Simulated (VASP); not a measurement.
# CoO (Fm-3m) in VASP: further runs

Runs on CoO. Level: PBE+U. Tasks: single point.

All numbers are computed with VASP 6.6.1; they aren't measurements. Logs are shortened: lines on timing, memory, paths and dates and some standing lists are left out, and cuts for length are marked.

### 1 The cell of the first run

Symmetry: Fm-3m, No. 225, cubic system. The conventional cell has a = 4.228 Å, b = 4.228 Å, c = 4.228 Å, α = 90.00°, β = 90.00°, γ = 90.00°. Co (site symmetry m-3m) has 6 O at 2.11 Å within 2.8 Å. O (site symmetry m-3m) has 6 Co at 2.11 Å within 2.8 Å.

### 2 Single point, PBE+U, collinear spin, ferromagnetic start (9.45 Å³/atom)

INCAR

```
SYSTEM = CoO
PREC = Accurate
ENCUT = 520
EDIFF = 1E-6
ISMEAR = 0
SIGMA = 0.1
LREAL = .FALSE.
LASPH = .TRUE.
NELM = 150
ALGO = Normal
ISIF = 2
LWAVE = .FALSE.
LCHARG = .FALSE.
ISPIN = 2
MAGMOM = 2.79 0.28
LORBIT = 11
LMAXMIX = 4
LDAU = .TRUE.
LDAUTYPE = 2
LDAUL = 2 -1
LDAUU = 3.32 0
LDAUJ = 0 0
LDAUPRINT = 1
GGA = PE
NBANDS = 18
```

KPOINTS

```
regular mesh
0
G
  16 16 16
  0 0 0
```

POSCAR

```
CoO
1.0
    0.0000000000      2.1139259956      2.1139259956
    2.1139259956      0.0000000000      2.1139259956
    2.1139259956      2.1139259956      0.0000000000
Co O
1 1
Direct
    0.0000000000      0.0000000000      0.0000000000
    0.5000000000      0.5000000000      0.5000000000
```

Potentials or basis: VASP PAW PBE potentials, release 64 (Co, O).

Run with:

```sh
$ cat potpaw_PBE.64/Co/POTCAR potpaw_PBE.64/O/POTCAR > POTCAR
$ mpirun -np 1 vasp_std > vasp.out
```

OUTCAR:

```text
SYSTEM = CoO
   PREC = Accurate
   ENCUT = 520
   EDIFF = 1E-6
   ISMEAR = 0
   LREAL = .FALSE.
   LASPH = .TRUE.
   NELM = 150
   ISIF = 2
   ISPIN = 2
   LORBIT = 11
   GGA = PE

 ion  position               nearest neighbor table
   1  0.000  0.000  0.000-   2 2.11   2 2.11   2 2.11   2 2.11   2 2.11   2 2.11
   2  0.500  0.500  0.500-   1 2.11   1 2.11   1 2.11   1 2.11   1 2.11   1 2.11

  LATTYP: Found a face centered cubic cell.
 ALAT       =     4.2278519912

  Lattice vectors:

 A1 = (   0.0000000000,   2.1139259956,   2.1139259956)
 A2 = (   2.1139259956,   0.0000000000,   2.1139259956)
 A3 = (   2.1139259956,   2.1139259956,   0.0000000000)

Analysis of symmetry for initial positions (statically):
=====================================================================
 Subroutine PRICEL returns:
 Original cell was already a primitive cell.

 Routine SETGRP: Setting up the symmetry group for a
 face centered cubic supercell.

 Subroutine GETGRP returns: Found 48 space group operations
 (whereof 48 operations were pure point group operations)
 out of a pool of 48 trial point group operations.

The static configuration has the point symmetry O_h .

Analysis of symmetry for dynamics (positions and initial velocities):
=====================================================================
 Subroutine PRICEL returns:
 Original cell was already a primitive cell.

 Routine SETGRP: Setting up the symmetry group for a
 face centered cubic supercell.

 Subroutine GETGRP returns: Found 48 space group operations
 (whereof 48 operations were pure point group operations)
 out of a pool of 48 trial point group operations.

The dynamic configuration has the point symmetry O_h .

Analysis of structural, dynamic, and magnetic symmetry:
=====================================================================
 Subroutine PRICEL returns:
 Original cell was already a primitive cell.

 Routine SETGRP: Setting up the symmetry group for a
 face centered cubic supercell.

 Subroutine GETGRP returns: Found 48 space group operations
 (whereof 48 operations were pure point group operations)
 out of a pool of 48 trial point group operations.

The overall configuration has the point symmetry O_h .

 Subroutine INISYM returns: Found 48 space group operations
 (whereof 48 operations are pure point group operations),
 and found     1 'primitive' translations

----------------------------------------------------------------------------------------

                                     Primitive cell

  volume of cell :      18.8929

  direct lattice vectors                    reciprocal lattice vectors
     0.000000000  2.113925996  2.113925996    -0.236526728  0.236526728  0.236526728
     2.113925996  0.000000000  2.113925996     0.236526728 -0.236526728  0.236526728
     2.113925996  2.113925996  0.000000000     0.236526728  0.236526728 -0.236526728

  length of vectors
     2.989542813  2.989542813  2.989542813     0.409676311  0.409676311  0.409676311

  position of ions in fractional coordinates (direct lattice)
     0.000000000  0.000000000  0.000000000
     0.500000000  0.500000000  0.500000000

  ion indices of the primitive-cell ions
   primitive index   ion index
                 1           1
                 2           2

----------------------------------------------------------------------------------------

 KPOINTS: regular mesh

Automatic generation of k-mesh.
 Grid dimensions read from file:
 generate k-points for:   16   16   16

 Generating k-lattice:

  Cartesian coordinates                     Fractional coordinates (reciprocal lattice)
    -0.014782921  0.014782921  0.014782921     0.062500000  0.000000000  0.000000000
     0.014782921 -0.014782921  0.014782921     0.000000000  0.062500000  0.000000000
     0.014782921  0.014782921 -0.014782921     0.000000000  0.000000000  0.062500000

  Length of vectors
     0.025604769  0.025604769  0.025604769

  Shift w.r.t. Gamma in fractional coordinates (k-lattice)
     0.000000000  0.000000000  0.000000000

 Subroutine IBZKPT returns following result:
 ===========================================

 Found    145 irreducible k-points:

 Following reciprocal coordinates:
            Coordinates               Weight
  0.000000  0.000000  0.000000      1.000000
  0.062500  0.000000  0.000000      8.000000
  0.125000  0.000000  0.000000      8.000000
  0.187500  0.000000  0.000000      8.000000
  0.250000  0.000000  0.000000      8.000000
  0.312500  0.000000  0.000000      8.000000
[... 16 lines left out ...]
 -0.125000  0.062500  0.000000     24.000000
 -0.062500  0.062500  0.000000     12.000000
 [... further k-points ...]
   k-points           NKPTS =    145   k-points in BZ     NKDIM =    145   number of bands    NBANDS=     18
   number of dos      NEDOS =    301   number of ions     NIONS =      2
   total plane-waves  NPLWV =  13824
   dimension x,y,z NGX =    24 NGY =   24 NGZ =   24
   dimension x,y,z NGXF=    48 NGYF=   48 NGZF=   48
   ions per type =               1   1
   NGX,Y,Z   is equivalent  to a cutoff of  13.35, 13.35, 13.35 a.u.
   NGXF,Y,Z  is equivalent  to a cutoff of  26.69, 26.69, 26.69 a.u.
 SYSTEM =  CoO
   PREC   = accura    normal or accurate (medium, high low for compatibility)
   ISTART =      0    job   : 0-new  1-cont  2-samecut
   ICHARG =      2    charge: 1-file 2-atom 10-const
   ISPIN  =      2    spin polarized calculation?
   LNONCOLLINEAR =      F non collinear calculations
   LSORBIT =      F    spin-orbit coupling
   LASPH  =      T    aspherical Exc in radial PAW
   ENCUT  =  520.0 eV  38.22 Ry    6.18 a.u.   5.56  5.56  5.56*2*pi/ulx,y,z
   NELM   =    150;   NELMIN=  2; NELMDL= -5     # of ELM steps
   EDIFF  = 0.1E-05   stopping-criterion for ELM
   LREAL  =      F    real-space projection
   EDIFFG = 0.1E-04   stopping-criterion for IOM
   NSW    =      0    number of steps for IOM
   IBRION =     -1    ionic relax: 0-MD 1-quasi-New 2-CG
   NFREE  =      0    steps in history (QN), initial steepest desc. (CG)
   ISIF   =      2    stress and relaxation
   ISYM   =      2    0-nonsym 1-usesym 2-fastsym
   POTIM  = 0.5000    time-step for ionic-motion
   TEBEG  =    0.0;   TEEND  =   0.0 temperature during run
   PSTRESS=    0.0 pullay stress
   NELECT =      15.0000    total number of electrons
   NUPDOWN=      -1.0000    fix difference up-down
   EMIN   =  10.00;   EMAX   =-10.00  energy-range for DOS
   EFERMI =   0.00;   METHOD = LEGACY
   ISMEAR =     0;   SIGMA  =   0.10  broadening in eV -4-tet -1-fermi 0-gaus
   EFERMI_NEDOS =   21; number of points for ismear=-14 and -15
   IALGO  =     38    algorithm
   IMIX   =      4    mixing-type and parameters
     AMIX     =   0.40;   BMIX     =  1.00
     AMIX_MAG =   1.60;   BMIX_MAG =  1.00
  volume/ion in A,a.u.               =       9.45        63.75
  Fermi-wavevector in a.u.,A,eV,Ry     =   1.515906  2.864646 31.265774  2.297970
  Thomas-Fermi vector in A             =   2.625367
   LORBIT       =     11    0 simple, 1 ext, 2 COOP (PROOUT), +10 PAW based schemes
 LDA+U is selected, type is set to LDAUTYPE =  2
   angular momentum for each species LDAUL =     2   -1
   U (eV)           for each species LDAUU =   3.3  0.0
   J (eV)           for each species LDAUJ =   0.0  0.0
   GGA     = PE    functional components
   LHFCALC =     F    Hartree Fock is set to
   AEXX    =    0.0000 exact exchange contribution
   IVDW    =     0    specifies the selected vdW correction
   LEPSILON=     F    determine dielectric tensor
   LRPA    =     F    only Hartree local field effects (RPA)
 spin polarized calculation
 Gauss-broadening in eV      SIGMA  =   0.10
  energy-cutoff  :      520.00
  volume of cell :       18.89
 maximum number of plane-waves:       531
 NGX is ok and might be reduce to    24
   NGX = 11   NGY = 11   NGZ = 11

atom =   1  type =  1  l = 2

 onsite density matrix

spin component  1

  0.9686  0.0000 -0.0000 -0.0000  0.0000
  0.0000  0.9686  0.0000 -0.0000 -0.0000
 -0.0000  0.0000  1.0147  0.0000  0.0000
 -0.0000 -0.0000  0.0000  0.9686 -0.0000
  0.0000 -0.0000  0.0000 -0.0000  1.0147

spin component  2

  0.6544 -0.0000 -0.0000  0.0000  0.0000
 -0.0000  0.6544  0.0000  0.0000  0.0000
 -0.0000  0.0000  0.1410 -0.0000  0.0000
  0.0000  0.0000 -0.0000  0.6544 -0.0000
  0.0000  0.0000  0.0000 -0.0000  0.1410

 occupancies and eigenvectors

  o =  0.1410  v =  0.0000  0.0000  0.0000  0.0000  0.0000  0.0000 -0.0000  0.9994  0.0000 -0.0355      0.0000  0.0000  0.0000  0.0000  0.0000  0.0000  0.0000  0.0000  0.0000  0.0000
  o =  0.1410  v =  0.0000  0.0000  0.0000  0.0000  0.0000  0.0000  0.0000  0.0355  0.0000  0.9994      0.0000  0.0000  0.0000  0.0000  0.0000  0.0000  0.0000  0.0000  0.0000  0.0000
  o =  0.6544  v =  0.0000  0.0000  0.0000  0.0000  0.0000  1.0000  0.0000  0.0000  0.0000  0.0000      0.0000  0.0000  0.0000  0.0000  0.0000  0.0000  0.0000  0.0000  0.0000  0.0000
  o =  0.6544  v =  0.0000  0.0000  0.0000  0.0000  0.0000  0.0000  0.3514 -0.0000  0.9362 -0.0000      0.0000  0.0000  0.0000  0.0000  0.0000  0.0000  0.0000  0.0000  0.0000  0.0000
  o =  0.6544  v =  0.0000  0.0000  0.0000  0.0000  0.0000  0.0000  0.9362  0.0000 -0.3514 -0.0000      0.0000  0.0000  0.0000  0.0000  0.0000  0.0000  0.0000  0.0000  0.0000  0.0000
  o =  0.9686  v =  0.0000  0.8957 -0.0000  0.4446 -0.0000  0.0000  0.0000  0.0000  0.0000  0.0000      0.0000  0.0000  0.0000  0.0000  0.0000  0.0000  0.0000  0.0000  0.0000  0.0000
  o =  0.9686  v =  0.0000 -0.4446  0.0000  0.8957 -0.0000  0.0000  0.0000  0.0000  0.0000  0.0000      0.0000  0.0000  0.0000  0.0000  0.0000  0.0000  0.0000  0.0000  0.0000  0.0000
  o =  0.9686  v =  1.0000  0.0000  0.0000  0.0000  0.0000  0.0000  0.0000  0.0000  0.0000  0.0000      0.0000  0.0000  0.0000  0.0000  0.0000  0.0000  0.0000  0.0000  0.0000  0.0000
  o =  1.0147  v =  0.0000 -0.0000 -0.0605  0.0000  0.9982  0.0000  0.0000  0.0000  0.0000  0.0000      0.0000  0.0000  0.0000  0.0000  0.0000  0.0000  0.0000  0.0000  0.0000  0.0000
  o =  1.0147  v =  0.0000 -0.0000 -0.9982  0.0000 -0.0605  0.0000  0.0000  0.0000  0.0000  0.0000      0.0000  0.0000  0.0000  0.0000  0.0000  0.0000  0.0000  0.0000  0.0000  0.0000

 number of electron      15.0000002 magnetization       2.9995497

 Free energy of the ion-electron system (eV)
  ---------------------------------------------------
  ext. energy  EPLUGINS =         0.00000000
  ---------------------------------------------------
  free energy    TOTEN  =       -11.29916620 eV

  energy without entropy =      -11.27679254  energy(sigma->0) =      -11.28797937

 E-fermi :   7.6949     XC(G=0): -12.5182

 val. band max:        7.6848270442   @ k =  -0.4375   0.3750   0.0625
 cond. band min:       7.6951568282   @ k =   0.5000   0.2500   0.0625
 fundamental gap:      0.0103297840
 Fermi energy:         7.6948875588

 spin component 1

 k-point     1 :       0.0000    0.0000    0.0000
  band No.  band energies     occupation
      1     -12.0052      1.00000
      2       3.0524      1.00000
      3       3.0524      1.00000
      4       3.4920      1.00000
      5       3.4920      1.00000
      6       3.4920      1.00000
[... 10 lines left out ...]
     17      30.0380      0.00000
     18      31.8797      0.00000
[... 466 lines left out ...]
      2       2.6227      1.00000
      3       2.7968      1.00000
      4       3.3053      1.00000
      5       3.4594      1.00000
      6       3.5343      1.00000
[... 10 lines left out ...]
     17      31.2797      0.00000
     18      33.0342      0.00000

 [... further k-points ...]

 spin component 2

 k-point     1 :       0.0000    0.0000    0.0000
  band No.  band energies     occupation
      1     -11.5606      1.00000
      2       5.7067      1.00000
      3       5.7067      1.00000
      4       5.7067      1.00000
      5       6.5215      1.00000
      6       6.5215      1.00000
[... 10 lines left out ...]
     17      31.0683      0.00000
     18      35.1889      0.00000
[... 466 lines left out ...]
      2       4.7888      1.00000
      3       5.2980      1.00000
      4       5.4132      1.00000
      5       6.5758      1.00000
      6       6.8202      1.00000
[... 10 lines left out ...]
     17      32.4024      0.00000
     18      36.0127      0.00000

 [... further k-points ...]

------------------------ aborting loop because EDIFF is reached ----------------------------------------

  FORCE on cell =-STRESS in cart. coord.  units (eV):
  Direction    XX          YY          ZZ          XY          YZ          ZX
  --------------------------------------------------------------------------------------
  -------------------------------------------------------------------------------------
  Total        0.3108040      0.3108040      0.3108040      0.0000000     -0.0000000      0.0000000
  in kB       26.3571163     26.3571163     26.3571163      0.0000000     -0.0000000      0.0000000
  external PRESSURE =      26.3571163 kB  Pullay stress =       0.0000000 kB

 VOLUME and BASIS-vectors are now :
 -----------------------------------------------------------------------------
  energy-cutoff  :      520.00
  volume of cell :       18.89
      direct lattice vectors                 reciprocal lattice vectors
     0.000000000  2.113925996  2.113925996    -0.236526728  0.236526728  0.236526728
     2.113925996  0.000000000  2.113925996     0.236526728 -0.236526728  0.236526728
     2.113925996  2.113925996  0.000000000     0.236526728  0.236526728 -0.236526728

 POSITION                                       TOTAL-FORCE (eV/Angst)
 -----------------------------------------------------------------------------------
      0.00000      0.00000      0.00000        -0.000000      0.000000      0.000000
      2.11393      2.11393      2.11393         0.000000     -0.000000     -0.000000
 -----------------------------------------------------------------------------------
    total drift:                                0.000000     -0.000000     -0.000000

  FREE ENERGIE OF THE ION-ELECTRON SYSTEM (eV)
  ---------------------------------------------------
  free  energy   TOTEN  =       -11.2991662046 eV

  energy  without entropy=      -11.2767925421  energy(sigma->0) =      -11.28797937

 total charge

# of ion       s       p       d       tot
------------------------------------------
    1        0.304   0.378   7.155   7.837
    2        1.552   3.460   0.000   5.012
--------------------------------------------------
tot          1.856   3.837   7.155  12.849

 magnetization (x)

# of ion       s       p       d       tot
------------------------------------------
    1        0.021   0.018   2.689   2.728
    2        0.024   0.236   0.000   0.260
--------------------------------------------------
tot          0.045   0.254   2.689   2.988
```

Run time: 1.8 min. Hardware: 1 thread of Intel Xeon 8259CL, shared host; peak memory 0.21 GiB.

Results:

| Quantity | Value |
| --- | --- |
| Free energy | -11.2992 eV |
| Pressure | 2.6 GPa |
| Band gap on the k mesh | zero (filled and empty bands overlap) |
| Net moment | 3.00 μB per cell |
| Site moments | Co +2.73; O +0.26 μB |
| Valence electrons inside the program's atomic spheres | Co 7.84; O 5.01 |

Eigenvalues of the final occupation matrices:
```
    site  spin  trace               eigenvalues
site 1 d     1   4.94  0.97 0.97 0.97 1.01 1.01
site 1 d     2   2.25  0.14 0.14 0.65 0.65 0.65
```

Caveat: a cell with one magnetic atom can't hold antiferromagnetic order, which such compounds often take.

### 3 Single point, PBE+U, collinear spin, ferromagnetic start

This run uses another cell than the first one, of 9.74 Å³/atom.

INCAR

```
SYSTEM = CoO
  PREC = Accurate
  ENCUT = 520
  EDIFF = 1E-6
  ISMEAR = 0
  SIGMA = 0.1
  LREAL = .FALSE.
  LASPH = .TRUE.
  NELM = 150
  ALGO = Normal
  ISIF = 2
  LWAVE = .FALSE.
  LCHARG = .FALSE.
  ISPIN = 2
  MAGMOM = 2.75 0.25
  LORBIT = 11
  LMAXMIX = 4
  LDAU = .TRUE.
  LDAUTYPE = 2
  LDAUL = 2 -1
  LDAUU = 3.32 0
  LDAUJ = 0 0
  LDAUPRINT = 1
  GGA = PE
  NBANDS = 18
```

KPOINTS is that of step 2.

POSCAR

```
CoO
1.0
    0.0000000000      2.1354981589      2.1354981589
    2.1354981589      0.0000000000      2.1354981589
    2.1354981589      2.1354981589      0.0000000000
Co O
1 1
Direct
    0.0000000000      0.0000000000      0.0000000000
    0.5000000000      0.5000000000      0.5000000000
```

Potentials or basis: VASP PAW PBE potentials, release 64 (Co, O).

Run with:

```sh
$ cat potpaw_PBE.64/Co/POTCAR potpaw_PBE.64/O/POTCAR > POTCAR
$ mpirun -np 1 vasp_std > vasp.out
```

It took 1.7 min on 1 thread of Intel Xeon 8259CL, shared host; peak memory 0.21 GiB.

The run converged. Its results:

```yaml
Free_energy: -11.2990 eV
Pressure: -3.1 GPa
Band_gap_on_the_k_mesh: zero (filled and empty bands overlap)
Net_moment: 3.00 μB per cell
Site_moments: Co +2.73; O +0.26 μB
Valence_electrons_inside_the_program's_atomic_spheres: Co 7.79; O 5.00
```

Levels at points of the mesh, in eV from the Fermi level:
Spin up:
| k point | band 5 | band 6 | band 7 | band 8 | band 9 | band 10 | band 11 | band 12 | band 13 | band 14 |
| --- | --- | --- | --- | --- | --- | --- | --- | --- | --- | --- |
| (0.00, 0.00, 0.00) | -4.14 | -4.14 | -2.36 | -2.36 | -2.36 | 1.55 | 17.42 | 17.70 | 17.70 | 17.70 |
| (0.50, 0.00, 0.00) | -3.52 | -3.52 | -2.62 | -0.16 | -0.16 | 5.64 | 9.84 | 13.91 | 13.91 | 20.28 |
| (0.50, 0.50, 0.00) | -3.71 | -3.59 | -3.59 | -3.24 | -3.24 | 6.30 | 10.44 | 11.40 | 16.25 | 16.25 |
Spin down:
| k point | band 4 | band 5 | band 6 | band 7 | band 8 | band 9 |
| --- | --- | --- | --- | --- | --- | --- |
| (0.00, 0.00, 0.00) | -1.87 | -1.11 | -1.11 | -1.11 | 1.79 | 1.79 |
| (0.50, 0.00, 0.00) | -3.67 | -0.09 | -0.09 | 0.21 | 4.14 | 4.14 |
| (0.50, 0.50, 0.00) | -3.13 | -2.15 | 0.05 | 0.05 | 2.28 | 2.66 |

Eigenvalues of the final occupation matrices:
| site | spin | trace | eigenvalues |
| --- | --- | --- | --- |
| site 1 d | 1 | 4.93 | 0.97 0.97 0.97 1.01 1.01 |
| site 1 d | 2 | 2.23 | 0.13 0.13 0.65 0.65 0.65 |

Caveat: the cell stands under tension; a cell with one magnetic atom can't hold antiferromagnetic order, which such compounds often take. The state reached can hang on the start; a lower one may exist.

### 4 Single point, PBE+U, collinear spin, ferromagnetic start

This run uses another cell than the first one, of 9.74 Å³/atom.

INCAR

```
ALGO = Normal
EDIFF = 1E-6
ENCUT = 520
GGA = PE
ISIF = 2
ISMEAR = 0
ISPIN = 2
LASPH = T
LCHARG = T
LDAU = T
LDAUJ = 0 0
LDAUL = 2 -1
LDAUPRINT = 1
LDAUTYPE = 2
LDAUU = 3.32 0
LELF = T
LMAXMIX = 4
LORBIT = 11
LREAL = F
LVHAR = T
LWAVE = F
MAGMOM = 2.79 0.28
NBANDS = 18
NELM = 150
PREC = Accurate
SIGMA = 0.1
```

KPOINTS

```
k-points
0
Gamma
  16 16 16
```

POSCAR is that of step 3.

Run with:

```sh
$ cat potpaw_PBE.64/Co/POTCAR potpaw_PBE.64/O/POTCAR > POTCAR
$ mpirun -np 1 vasp_std > vasp.out
```

Wall time 1.7 min (1 thread of Intel Xeon 8259CL, shared host); peak memory 0.21 GiB.

It converged, with:

```yaml
Free_energy: -11.2990 eV
Pressure: -3.1 GPa
Band_gap_on_the_k_mesh: zero (filled and empty bands overlap)
Net_moment: 3.00 μB per cell
Site_moments: Co +2.73; O +0.26 μB
Valence_electrons_inside_the_program's_atomic_spheres: Co 7.79; O 5.00
```

Levels at points of the mesh, in eV from the Fermi level:
Spin up:
```
           k point  band 7  band 8  band 9  band 10  band 11  band 12
(0.00, 0.00, 0.00)   -2.36   -2.36   -2.36     1.55    17.42    17.70
(0.50, 0.00, 0.00)   -2.62   -0.16   -0.16     5.64     9.84    13.91
(0.50, 0.50, 0.00)   -3.59   -3.24   -3.24     6.30    10.44    11.40
```
Spin down:
```
           k point  band 2  band 3  band 4  band 5  band 6  band 7  band 8  band 9  band 10  band 11
(0.00, 0.00, 0.00)   -1.87   -1.87   -1.87   -1.11   -1.11   -1.11    1.79    1.79     2.07    17.27
(0.50, 0.00, 0.00)   -6.97   -3.68   -3.67   -0.09   -0.09    0.21    4.14    4.14     5.89    10.62
(0.50, 0.50, 0.00)   -5.71   -3.13   -3.13   -2.15    0.05    0.05    2.28    2.66     7.25    10.83
```

Eigenvalues of the final occupation matrices:
```csv
site,spin,trace,eigenvalues
site 1 d,1,4.93,0.97 0.97 0.97 1.01 1.01
site 1 d,2,2.23,0.13 0.13 0.65 0.65 0.65
```

Caveat: the cell stands under tension; a cell with one magnetic atom can't hold antiferromagnetic order, which such compounds often take. The state reached can hang on the start; a lower one may exist.
